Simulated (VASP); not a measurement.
# SnO (Fm-3m) in VASP: notebook

The runs below take SnO through single point, with PBE0, PBEsol, LDA.

All numbers are computed with VASP 6.6.1; they aren't measurements. Logs are shortened: lines on timing, memory, paths and dates and some standing lists are left out, and cuts for length are marked.

### Step 1. The cell of the first run

The structure is cubic, space group Fm-3m (No. 225). Conventional cell: a = 5.074 Å, b = 5.074 Å, c = 5.074 Å, α = 90.00°, β = 90.00°, γ = 90.00°. Within 3.3 Å of Sn (site symmetry m-3m) lie 6 O at 2.54 Å. O (site symmetry m-3m) has 6 Sn at 2.54 Å within 3.3 Å.

### Step 2. Single point, PBE0

Input file POSCAR:

```
SnO
1.0
    0.0000000000      2.5369732559      2.5369732559
    2.5369732559      0.0000000000      2.5369732559
    2.5369732559      2.5369732559      0.0000000000
Sn O
1 1
Direct
    0.0000000000      0.0000000000      0.0000000000
    0.5000000000      0.5000000000      0.5000000000
```

Input file INCAR.step1:

```
SYSTEM = SnO
PREC     = Accurate       ! precision mode
ENCUT    = 520            ! plane-wave cutoff, eV
EDIFF    = 1E-5           ! SCF threshold, eV
ISMEAR   = -1             ! smearing method
SIGMA    = 0.02           ! smearing width, eV
LREAL    = .FALSE.        ! projectors in reciprocal space
LASPH    = .TRUE.         ! aspherical terms in the spheres
NELM     = 80             ! most SCF steps
ALGO     = Normal         ! electronic algorithm
ISIF     = 2              ! what is computed and relaxed
LWAVE    = .TRUE.         ! write WAVECAR
LCHARG   = .FALSE.        ! write CHGCAR
GGA      = PE             ! functional
NBANDS   = 17             ! bands
```

Input file INCAR.step2:

```
SYSTEM = SnO
PREC     = Accurate       ! precision mode
ENCUT    = 520            ! plane-wave cutoff, eV
EDIFF    = 1E-6           ! SCF threshold, eV
ISMEAR   = -1             ! smearing method
SIGMA    = 0.02           ! smearing width, eV
LREAL    = .FALSE.        ! projectors in reciprocal space
LASPH    = .TRUE.         ! aspherical terms in the spheres
NELM     = 80             ! most SCF steps
ALGO     = Normal         ! electronic algorithm
ISIF     = 2              ! what is computed and relaxed
LWAVE    = .FALSE.        ! write WAVECAR
LCHARG   = .FALSE.        ! write CHGCAR
GGA      = PE             ! functional
LHFCALC  = .TRUE.         ! exact exchange
AEXX     = 0.25           ! exact-exchange fraction
PRECFOCK = Normal       
ISTART   = 1            
NBANDS   = 17             ! bands
```

Input file KPOINTS:

```
regular mesh
0
G
  6 6 6
  0 0 0
```

Potentials or basis: VASP PAW PBE potentials, release 64 (Sn_d, O).

Started as:

```sh
$ cat potpaw_PBE.64/Sn_d/POTCAR potpaw_PBE.64/O/POTCAR > POTCAR
$ cp INCAR.step1 INCAR
$ mpirun -np 1 vasp_std > vasp.out
$ cp INCAR.step2 INCAR
$ mpirun -np 1 vasp_std > vasp.out
```

OUTCAR:

```text
SYSTEM = SnO
   PREC = Accurate
   ENCUT = 520
   EDIFF = 1E-6
   ISMEAR = -1
   LREAL = .FALSE.
   LASPH = .TRUE.
   NELM = 80
   ISIF = 2
   GGA = PE
   LHFCALC = .TRUE.
   AEXX = 0.25
   PRECFOCK = Normal
   ISTART = 1

 ion  position               nearest neighbor table
   1  0.000  0.000  0.000-   2 2.54   2 2.54   2 2.54   2 2.54   2 2.54   2 2.54
   2  0.500  0.500  0.500-   1 2.54   1 2.54   1 2.54   1 2.54   1 2.54   1 2.54

  LATTYP: Found a face centered cubic cell.
 ALAT       =     5.0739465118

  Lattice vectors:

 A1 = (   0.0000000000,   2.5369732559,   2.5369732559)
 A2 = (   2.5369732559,   0.0000000000,   2.5369732559)
 A3 = (   2.5369732559,   2.5369732559,   0.0000000000)

Analysis of symmetry for initial positions (statically):
=====================================================================
 Subroutine PRICEL returns:
 Original cell was already a primitive cell.

 Routine SETGRP: Setting up the symmetry group for a
 face centered cubic supercell.

 Subroutine GETGRP returns: Found 48 space group operations
 (whereof 48 operations were pure point group operations)
 out of a pool of 48 trial point group operations.

The static configuration has the point symmetry O_h .

Analysis of symmetry for dynamics (positions and initial velocities):
=====================================================================
 Subroutine PRICEL returns:
 Original cell was already a primitive cell.

 Routine SETGRP: Setting up the symmetry group for a
 face centered cubic supercell.

 Subroutine GETGRP returns: Found 48 space group operations
 (whereof 48 operations were pure point group operations)
 out of a pool of 48 trial point group operations.

The dynamic configuration has the point symmetry O_h .

 Subroutine INISYM returns: Found 48 space group operations
 (whereof 48 operations are pure point group operations),
 and found     1 'primitive' translations

----------------------------------------------------------------------------------------

                                     Primitive cell

  volume of cell :      32.6571

  direct lattice vectors                    reciprocal lattice vectors
     0.000000000  2.536973256  2.536973256    -0.197085247  0.197085247  0.197085247
     2.536973256  0.000000000  2.536973256     0.197085247 -0.197085247  0.197085247
     2.536973256  2.536973256  0.000000000     0.197085247  0.197085247 -0.197085247

  length of vectors
     3.587821986  3.587821986  3.587821986     0.341361661  0.341361661  0.341361661

  position of ions in fractional coordinates (direct lattice)
     0.000000000  0.000000000  0.000000000
     0.500000000  0.500000000  0.500000000

  ion indices of the primitive-cell ions
   primitive index   ion index
                 1           1
                 2           2

----------------------------------------------------------------------------------------

 KPOINTS: regular mesh

Automatic generation of k-mesh.
 Grid dimensions read from file:
 generate k-points for:    6    6    6

 Generating k-lattice:

  Cartesian coordinates                     Fractional coordinates (reciprocal lattice)
    -0.032847541  0.032847541  0.032847541     0.166666667  0.000000000  0.000000000
     0.032847541 -0.032847541  0.032847541     0.000000000  0.166666667  0.000000000
     0.032847541  0.032847541 -0.032847541     0.000000000  0.000000000  0.166666667

  Length of vectors
     0.056893610  0.056893610  0.056893610

  Shift w.r.t. Gamma in fractional coordinates (k-lattice)
     0.000000000  0.000000000  0.000000000

 Subroutine IBZKPT returns following result:
 ===========================================

 Found     16 irreducible k-points:

 Following reciprocal coordinates:
            Coordinates               Weight
  0.000000  0.000000  0.000000      1.000000
  0.166667  0.000000  0.000000      8.000000
  0.333333  0.000000  0.000000      8.000000
  0.500000  0.000000  0.000000      4.000000
  0.166667  0.166667  0.000000      6.000000
  0.333333  0.166667  0.000000     24.000000
[... 8 lines left out ...]
 -0.333333  0.333333  0.166667     24.000000
 -0.333333  0.500000  0.166667     12.000000
   k-points           NKPTS =     16   k-points in BZ     NKDIM =    216   number of bands    NBANDS=     17
   number of dos      NEDOS =    301   number of ions     NIONS =      2
   total plane-waves  NPLWV =  21952
   dimension x,y,z NGX =    28 NGY =   28 NGZ =   28
   dimension x,y,z NGXF=    56 NGYF=   56 NGZF=   56
   ions per type =               1   1
   NGX,Y,Z   is equivalent  to a cutoff of  12.97, 12.97, 12.97 a.u.
   NGXF,Y,Z  is equivalent  to a cutoff of  25.95, 25.95, 25.95 a.u.
 SYSTEM =  SnO
   PREC   = accura    normal or accurate (medium, high low for compatibility)
   ISTART =      1    job   : 0-new  1-cont  2-samecut
   ICHARG =      0    charge: 1-file 2-atom 10-const
   ISPIN  =      1    spin polarized calculation?
   LNONCOLLINEAR =      F non collinear calculations
   LSORBIT =      F    spin-orbit coupling
   LASPH  =      T    aspherical Exc in radial PAW
   ENCUT  =  520.0 eV  38.22 Ry    6.18 a.u.   6.67  6.67  6.67*2*pi/ulx,y,z
   NELM   =     80;   NELMIN=  2; NELMDL=  0     # of ELM steps
   EDIFF  = 0.1E-05   stopping-criterion for ELM
   LREAL  =      F    real-space projection
   EDIFFG = 0.1E-04   stopping-criterion for IOM
   NSW    =      0    number of steps for IOM
   IBRION =     -1    ionic relax: 0-MD 1-quasi-New 2-CG
   NFREE  =      0    steps in history (QN), initial steepest desc. (CG)
   ISIF   =      2    stress and relaxation
   ISYM   =      3    0-nonsym 1-usesym 2-fastsym
   POTIM  = 0.5000    time-step for ionic-motion
   TEBEG  =    0.0;   TEEND  =   0.0 temperature during run
   PSTRESS=    0.0 pullay stress
   NELECT =      20.0000    total number of electrons
   NUPDOWN=      -1.0000    fix difference up-down
   EMIN   =  10.00;   EMAX   =-10.00  energy-range for DOS
   EFERMI =   0.00;   METHOD = LEGACY
   ISMEAR =    -1;   SIGMA  =   0.02  broadening in eV -4-tet -1-fermi 0-gaus
   EFERMI_NEDOS =   21; number of points for ismear=-14 and -15
   IALGO  =     38    algorithm
   IMIX   =      1    mixing-type and parameters
     AMIX     =   0.40;   BMIX     =  1.00
     AMIX_MAG =   1.60;   BMIX_MAG =  1.00
  volume/ion in A,a.u.               =      16.33       110.19
  Fermi-wavevector in a.u.,A,eV,Ry     =   1.390248  2.627188 26.297197  1.932789
  Thomas-Fermi vector in A             =   2.514201
   LORBIT       =      0    0 simple, 1 ext, 2 COOP (PROOUT), +10 PAW based schemes
   GGA     = PE    functional components
   LHFCALC =     T    Hartree Fock is set to
   PRECFOCK=normal    Normal, Fast or Accurate (Low or Medium for compatibility)
   ENCUT4O =  -1.0   cutoff for four orbital integrals eV
   NKREDX  =     1    reduce k-point grid by
   NKREDY  =     1    reduce k-point grid by
   NKREDZ  =     1    reduce k-point grid by
   AEXX    =    0.2500 exact exchange contribution
   HFSCREEN=    0.0000 screening length (either q_TF or 0.3 A-1)
   HFSCREENC=   0.0000 screening length for correlation (either q_TF or 0.3 A-1)
   ENCUTFOCK=  -1.0 apply spherical cutoff to Coloumb kernel
   IVDW    =     0    specifies the selected vdW correction
   LEPSILON=     F    determine dielectric tensor
   LRPA    =     F    only Hartree local field effects (RPA)
 non-spin polarized calculation
  energy-cutoff  :      520.00
  volume of cell :       32.66
 maximum number of plane-waves:       899
  NGX = 24; NGY = 24; NGZ = 24

 number of electron      19.9999991 magnetization

 Free energy of the ion-electron system (eV)
  ---------------------------------------------------
  ext. energy  EPLUGINS =         0.00000000
  ---------------------------------------------------
  free energy    TOTEN  =       -13.82550146 eV

  energy without entropy =      -13.82550146  energy(sigma->0) =      -13.82550146

 E-fermi :   7.4117     XC(G=0):  -8.5323

 val. band max:        6.9402078442   @ k =  -0.3333   0.1667   0.0000
 cond. band min:       8.6878559433   @ k =   0.5000   0.0000   0.0000
 fundamental gap:      1.7476480991
 Fermi energy:         7.4116807397

 k-point     1 :       0.0000    0.0000    0.0000
  band No.  band energies     occupation
      1     -16.5471      2.00000
      2     -16.5471      2.00000
      3     -16.5471      2.00000
      4     -16.4920      2.00000
      5     -16.4920      2.00000
      6     -13.8070      2.00000
[... 9 lines left out ...]
     16      18.8795      0.00000
     17      19.1062      0.00000

 k-point     2 :       0.1667    0.0000    0.0000
  band No.  band energies     occupation
      1     -16.5464      2.00000
      2     -16.5379      2.00000
      3     -16.5379      2.00000
      4     -16.4946      2.00000
      5     -16.4946      2.00000
      6     -13.6548      2.00000
[... 9 lines left out ...]
     16      19.9153      0.00000
     17      22.9968      0.00000

 k-point     3 :       0.3333    0.0000    0.0000
  band No.  band energies     occupation
      1     -16.5460      2.00000
      2     -16.5438      2.00000
      3     -16.5438      2.00000
      4     -16.4749      2.00000
      5     -16.4749      2.00000
      6     -13.3279      2.00000
[... 9 lines left out ...]
     16      21.7442      0.00000
     17      24.3901      0.00000

 k-point     4 :       0.5000    0.0000    0.0000
  band No.  band energies     occupation
      1     -16.5527      2.00000
      2     -16.5527      2.00000
      3     -16.5462      2.00000
      4     -16.4591      2.00000
      5     -16.4591      2.00000
      6     -13.1519      2.00000
[... 9 lines left out ...]
     16      23.2014      0.00000
     17      23.4549      0.00000

 k-point     5 :       0.1667    0.1667    0.0000
  band No.  band energies     occupation
      1     -16.5586      2.00000
      2     -16.5326      2.00000
      3     -16.5237      2.00000
      4     -16.5237      2.00000
      5     -16.4820      2.00000
      6     -13.5821      2.00000
[... 9 lines left out ...]
     16      21.9258      0.00000
     17      23.1775      0.00000

 k-point     6 :       0.3333    0.1667    0.0000
  band No.  band energies     occupation
      1     -16.5819      2.00000
      2     -16.5565      2.00000
      3     -16.5152      2.00000
      4     -16.5024      2.00000
      5     -16.4664      2.00000
      6     -13.2704      2.00000
[... 9 lines left out ...]
     16      23.3939      0.00000
     17      25.4995      0.00000
[... 121 lines left out ...]
 k-point    13 :       0.5000    0.5000    0.0000
  band No.  band energies     occupation
      1     -16.7830      2.00000
      2     -16.5930      2.00000
      3     -16.4521      2.00000
      4     -16.4489      2.00000
      5     -16.4489      2.00000
      6     -12.6180      2.00000
[... 9 lines left out ...]
     16      27.7227      0.00000
     17      28.9051      0.00000

 k-point    14 :       0.5000    0.3333    0.1667
  band No.  band energies     occupation
      1     -16.6402      2.00000
      2     -16.5519      2.00000
      3     -16.5117      2.00000
      4     -16.4757      2.00000
      5     -16.4709      2.00000
      6     -12.9632      2.00000
[... 9 lines left out ...]
     16      24.8809      0.00000
     17      25.0921      0.00000

 k-point    15 :      -0.3333    0.3333    0.1667
  band No.  band energies     occupation
      1     -16.6636      2.00000
      2     -16.5309      2.00000
      3     -16.5140      2.00000
      4     -16.4951      2.00000
      5     -16.4589      2.00000
      6     -12.8057      2.00000
[... 9 lines left out ...]
     16      25.6308      0.00000
     17      26.0914      0.00000

 k-point    16 :      -0.3333    0.5000    0.1667
  band No.  band energies     occupation
      1     -16.7270      2.00000
      2     -16.5588      2.00000
      3     -16.4867      2.00000
      4     -16.4769      2.00000
      5     -16.4488      2.00000
      6     -12.6725      2.00000
[... 9 lines left out ...]
     16      24.4141      0.00000
     17      27.2132      0.00000

------------------------ aborting loop because EDIFF is reached ----------------------------------------

  FORCE on cell =-STRESS in cart. coord.  units (eV):
  Direction    XX          YY          ZZ          XY          YZ          ZX
  --------------------------------------------------------------------------------------
  -------------------------------------------------------------------------------------
  Total       -0.0259436     -0.0259436     -0.0259436      0.0000000      0.0000000      0.0000000
  in kB       -1.2728107     -1.2728107     -1.2728107      0.0000000      0.0000000      0.0000000
  external PRESSURE =      -1.2728107 kB  Pullay stress =       0.0000000 kB

 VOLUME and BASIS-vectors are now :
 -----------------------------------------------------------------------------
  energy-cutoff  :      520.00
  volume of cell :       32.66
      direct lattice vectors                 reciprocal lattice vectors
     0.000000000  2.536973256  2.536973256    -0.197085247  0.197085247  0.197085247
     2.536973256  0.000000000  2.536973256     0.197085247 -0.197085247  0.197085247
     2.536973256  2.536973256  0.000000000     0.197085247  0.197085247 -0.197085247

 POSITION                                       TOTAL-FORCE (eV/Angst)
 -----------------------------------------------------------------------------------
      0.00000      0.00000      0.00000        -0.000000      0.000000     -0.000000
      2.53697      2.53697      2.53697         0.000000      0.000000      0.000000
 -----------------------------------------------------------------------------------
    total drift:                                0.000000      0.000000      0.000000

  FREE ENERGIE OF THE ION-ELECTRON SYSTEM (eV)
  ---------------------------------------------------
  free  energy   TOTEN  =       -13.8255014587 eV

  energy  without entropy=      -13.8255014586  energy(sigma->0) =      -13.82550146
```

It took 56 min on 1 thread of Intel Xeon Platinum 8375C at 2.90GHz (Ice Lake), shared host; peak memory 0.19 GiB.

Results:

- Free energy: -13.8255 eV
- Pressure: -0.1 GPa
- Band gap on the k mesh: 1.75 eV (least direct gap 1.85 eV)

Caveat: the PAW data sets were made with another functional, which shifts forces and pressure a little; spin-orbit coupling is left out, which moves the levels of the heavy elements. A k mesh can miss the band edges.

[end of part 1 of 2]
